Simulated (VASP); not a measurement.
# F (P4/mmm) in VASP: single point with PBE

Aim: the single point of F with PBE.

Everything below comes from runs of VASP 6.6.1. Logs are shortened: lines on timing, memory, paths and dates and some standing lists are left out, and cuts for length are marked.

## 1. The cell of the first run

It takes space group P4/mmm (No. 123, tetragonal). Conventional cell: a = 3.609 Å, b = 3.609 Å, c = 3.698 Å, α = 90.00°, β = 90.00°, γ = 90.00°. F (site symmetry 4/mmm) has 6 F at 3.61 to 3.70 Å within 4.7 Å.

## 2. Single point, PBE

INCAR reads:

```
SYSTEM = F
  PREC = Accurate
  ENCUT = 520
  EDIFF = 1E-7
  ISMEAR = -1
  SIGMA = 0.1
  LREAL = .False.
  LASPH = .True.
  NELM = 100
  ALGO = Normal
  ISIF = 2
  LWAVE = .False.
  LCHARG = .False.
  GGA = PE
  NBANDS = 14
```

KPOINTS reads:

```
Automatic mesh
0
Gamma
  7 7 9
  0 0 0
```

POSCAR reads:

```
F
1.0
    5.1037820000      0.0000000000      0.0000000000
    0.0000000000      5.1037820000      0.0000000000
    0.0000000000      0.0000000000      3.6976830000
F
2
Direct
    0.7500000000      0.2500000000      0.0000000000
    0.2500000000      0.7500000000      0.0000000000
```

Potentials or basis: VASP PAW PBE potentials, release 64 (F).

Run with:

```console
cat potpaw_PBE.64/F/POTCAR > POTCAR
mpirun -np 1 vasp_std > vasp.out
```

OUTCAR:

```text
SYSTEM = F
   PREC = Accurate
   ENCUT = 520
   EDIFF = 1E-7
   ISMEAR = -1
   LREAL = .False.
   LASPH = .True.
   NELM = 100
   ISIF = 2
   GGA = PE

 ion  position               nearest neighbor table
   1  0.750  0.250  0.000-
   2  0.250  0.750  0.000-

  LATTYP: Found a simple tetragonal cell.
 ALAT       =     5.1037820000
 C/A-ratio  =     0.7244986169

  Lattice vectors:

 A1 = (   5.1037820000,   0.0000000000,   0.0000000000)
 A2 = (   0.0000000000,   5.1037820000,   0.0000000000)
 A3 = (   0.0000000000,   0.0000000000,   3.6976830000)

Analysis of symmetry for initial positions (statically):
=====================================================================
 Subroutine PRICEL returns following result:

  LATTYP: Found a simple tetragonal cell.
 ALAT       =     3.6089188619
 C/A-ratio  =     1.0245957700

  Lattice vectors:

 A1 = (   2.5518910000,  -2.5518910000,   0.0000000000)
 A2 = (   2.5518910000,   2.5518910000,   0.0000000000)
 A3 = (   0.0000000000,   0.0000000000,   3.6976830000)

   2 primitive cells build up your supercell.

 Routine SETGRP: Setting up the symmetry group for a
 simple tetragonal supercell.

 Subroutine GETGRP returns: Found 16 space group operations
 (whereof  8 operations were pure point group operations)
 out of a pool of 16 trial point group operations.

The static configuration has the point symmetry D_2h.
 The point group associated with its full space group is D_4h.

Analysis of symmetry for dynamics (positions and initial velocities):
=====================================================================
 Subroutine PRICEL returns following result:

  LATTYP: Found a simple tetragonal cell.
 ALAT       =     3.6089188619
 C/A-ratio  =     1.0245957700

  Lattice vectors:

 A1 = (   2.5518910000,  -2.5518910000,   0.0000000000)
 A2 = (   2.5518910000,   2.5518910000,   0.0000000000)
 A3 = (   0.0000000000,   0.0000000000,   3.6976830000)

   2 primitive cells build up your supercell.

 Routine SETGRP: Setting up the symmetry group for a
 simple tetragonal supercell.

 Subroutine GETGRP returns: Found 16 space group operations
 (whereof  8 operations were pure point group operations)
 out of a pool of 16 trial point group operations.

[... 97 lines left out ...]
   ENCUT  =  520.0 eV  38.22 Ry    6.18 a.u.   9.49  9.49  6.88*2*pi/ulx,y,z
   NELM   =    100;   NELMIN=  2; NELMDL= -5     # of ELM steps
   EDIFF  = 0.1E-06   stopping-criterion for ELM
   LREAL  =      F    real-space projection
   EDIFFG = 0.1E-05   stopping-criterion for IOM
   NSW    =      0    number of steps for IOM
   IBRION =     -1    ionic relax: 0-MD 1-quasi-New 2-CG
   NFREE  =      0    steps in history (QN), initial steepest desc. (CG)
   ISIF   =      2    stress and relaxation
   ISYM   =      2    0-nonsym 1-usesym 2-fastsym
   POTIM  = 0.5000    time-step for ionic-motion
   TEBEG  =    0.0;   TEEND  =   0.0 temperature during run
   PSTRESS=    0.0 pullay stress
   NELECT =      14.0000    total number of electrons
   NUPDOWN=      -1.0000    fix difference up-down
   EMIN   =  10.00;   EMAX   =-10.00  energy-range for DOS
   EFERMI =   0.00;   METHOD = LEGACY
   ISMEAR =    -1;   SIGMA  =   0.10  broadening in eV -4-tet -1-fermi 0-gaus
   EFERMI_NEDOS =   21; number of points for ismear=-14 and -15
   IALGO  =     38    algorithm
   IMIX   =      4    mixing-type and parameters
     AMIX     =   0.40;   BMIX     =  1.00
     AMIX_MAG =   1.60;   BMIX_MAG =  1.00
  volume/ion in A,a.u.               =      48.16       325.00
  Fermi-wavevector in a.u.,A,eV,Ry     =   0.860755  1.626591 10.080545  0.740899
  Thomas-Fermi vector in A             =   1.978307
   LORBIT       =      0    0 simple, 1 ext, 2 COOP (PROOUT), +10 PAW based schemes
   GGA     = PE    functional components
   LHFCALC =     F    Hartree Fock is set to
   AEXX    =    0.0000 exact exchange contribution
   IVDW    =     0    specifies the selected vdW correction
   LEPSILON=     F    determine dielectric tensor
   LRPA    =     F    only Hartree local field effects (RPA)
 non-spin polarized calculation
  energy-cutoff  :      520.00
  volume of cell :       96.32
 maximum number of plane-waves:      2622
 NGX is ok and might be reduce to    40
   NGX = 19   NGY = 19   NGZ = 13

 number of electron      14.0000008 magnetization

 Free energy of the ion-electron system (eV)
  ---------------------------------------------------
  ext. energy  EPLUGINS =         0.00000000
  ---------------------------------------------------
  free energy    TOTEN  =        -0.65025623 eV

  energy without entropy =       -0.16108463  energy(sigma->0) =       -0.40567043

 E-fermi :  -9.6338     XC(G=0):  -4.3580

 val. band max:       -9.6741025017   @ k =   0.4286   0.4286   0.4444
 cond. band min:      -0.4021836962   @ k =   0.0000   0.0000   0.0000
 fundamental gap:      9.2719188055
 Fermi energy:        -9.6337598072

 k-point     1 :       0.0000    0.0000    0.0000
  band No.  band energies     occupation
      1     -28.6328      2.00000
      2     -28.5990      2.00000
      3      -9.9388      1.90959
      4      -9.9388      1.90959
      5      -9.7332      1.46000
      6      -9.7152      1.38602
      7      -9.7152      1.38602
      8      -9.6835      1.24392
      9      -0.4022      0.00000
     10       4.5187      0.00000
     11       5.3528      0.00000
     12       5.3528      0.00000
     13       6.3934      0.00000
     14       8.7957      0.00000
[... 377 lines left out ...]
      1     -28.6142      2.00000
      2     -28.6069      2.00000
      3      -9.8575      1.80713
      4      -9.8395      1.77335
      5      -9.8179      1.72614
      6      -9.7959      1.66995
      7      -9.7913      1.65715
      8      -9.7882      1.64828
      9       1.3385      0.00000
     10       2.1600      0.00000
     11       6.5416      0.00000
     12       6.8394      0.00000
     13       6.8604      0.00000
     14       7.1843      0.00000

 [... further k-points ...]
[... 5 lines left out ...]
  --------------------------------------------------------------------------------------
  -------------------------------------------------------------------------------------
  Total       -0.3994057     -0.3994057     -0.3330384     -0.0000000      0.0000000      0.0000000
  in kB       -6.6437133     -6.6437133     -5.5397598     -0.0000000      0.0000000      0.0000000
  external PRESSURE =      -6.2757288 kB  Pullay stress =       0.0000000 kB

 VOLUME and BASIS-vectors are now :
 -----------------------------------------------------------------------------
  energy-cutoff  :      520.00
  volume of cell :       96.32
      direct lattice vectors                 reciprocal lattice vectors
     5.103782000  0.000000000  0.000000000     0.195933134  0.000000000  0.000000000
     0.000000000  5.103782000  0.000000000     0.000000000  0.195933134  0.000000000
     0.000000000  0.000000000  3.697683000     0.000000000  0.000000000  0.270439624

 POSITION                                       TOTAL-FORCE (eV/Angst)
 -----------------------------------------------------------------------------------
      3.82784      1.27595      0.00000        -0.000000     -0.000000     -0.000000
      1.27595      3.82784      0.00000         0.000000      0.000000      0.000000
 -----------------------------------------------------------------------------------
    total drift:                                0.000000      0.000000      0.000000

  FREE ENERGIE OF THE ION-ELECTRON SYSTEM (eV)
  ---------------------------------------------------
  free  energy   TOTEN  =        -0.6502562322 eV

  energy  without entropy=       -0.1610846311  energy(sigma->0) =       -0.40567043
```

Wall time 90 s (1 thread of AMD EPYC 7R13, shared host); peak memory 0.18 GiB.

Results:

```
Free energy            : -0.6503 eV
Pressure               : -0.6 GPa
Band gap on the k mesh : zero (bands 7 and 8 overlap by 0.10 eV)
```
